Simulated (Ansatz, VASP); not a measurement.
# One calculation of As, two programs

Contents of INCAR:

```
PREC = Accurate
ENCUT = 500
EDIFF = 1E-6
ISMEAR = -1
SIGMA = 0.1
LREAL = F
LASPH = T
NELM = 120
ALGO = Normal
ISIF = 2
LWAVE = F
LCHARG = F
GGA = CA
NBANDS = 12
GGA_COMPAT = F
```

The input KPOINTS:

```
Automatic mesh
0
Gamma
  10 10 10
```

Contents of POSCAR:

```
As
1.0
    1.8799878575      1.0854114956      3.3276505507
   -1.8799878575      1.0854114956      3.3276505507
    0.0000000000     -2.1708229912      3.3276505507
As
2
Direct
    0.7695128170      0.7695128170      0.7695128170
    0.2304871830      0.2304871830      0.2304871830
```

Input for Ansatz:

```yaml
crystal:
  lattice:
    - [1.8799878575, 1.0854114956, 3.3276505507]
    - [-1.8799878575, 1.0854114956, 3.3276505507]
    - [0.0, -2.1708229912, 3.3276505507]
  atoms:
    - { symbol: As, position: [0.769512817, 0.769512817, 0.769512817] }
    - { symbol: As, position: [0.230487183, 0.230487183, 0.230487183] }
hamiltonian:
  xc: lda
  pseudopotentials:
    kind: paw
    azcp:
      As: "pseudopotentials/As.paw.azcp"
basis:
  ecutwfc: 420
  fft_grid_basis: typed
kpoints:
  mp_grid: { grid: [10, 10, 10], shift: [0, 0, 0] }
magnetization:
  spin_polarized: false
scf:
  occupations: { method: fermi_dirac, width: 0.1 }
  lower_state_search: "off"
output:
  stress: true
  write_density: true
  write_potential: true
  elf: true
  volumetric_format: npy
```

Alike in both runs: task single point; functional LDA; k mesh 10 × 10 × 10; occupations fermi-dirac, width 0.1 eV; no spin polarisation.

|  | VASP | Ansatz |
| --- | --- | --- |
| version | VASP 6.6.1 | Ansatz 0.2.0 |
| potentials or method | VASP PAW LDA potentials, release 64 (As), cutoff 500 eV | plane waves (420 eV) with PAW, scalar-relativistic |
| valence electrons in the cell | 10 | 30 |

```csv
,VASP,Ansatz,Ansatz less VASP
pressure (GPa),0.5,0.0,-0.45
"traceless stress, the component that is largest in VASP (GPa)",-0.10,0.01,+0.117
```

Ansatz warns that its potentials were made for another functional, while VASP's fit it. LDA's correlation is that of Perdew and Zunger in VASP and of Perdew and Wang (1992) in Ansatz. VASP's potentials hold 10 valence electrons a cell and Ansatz's 30, so a difference there can come from the potentials and not from the codes.
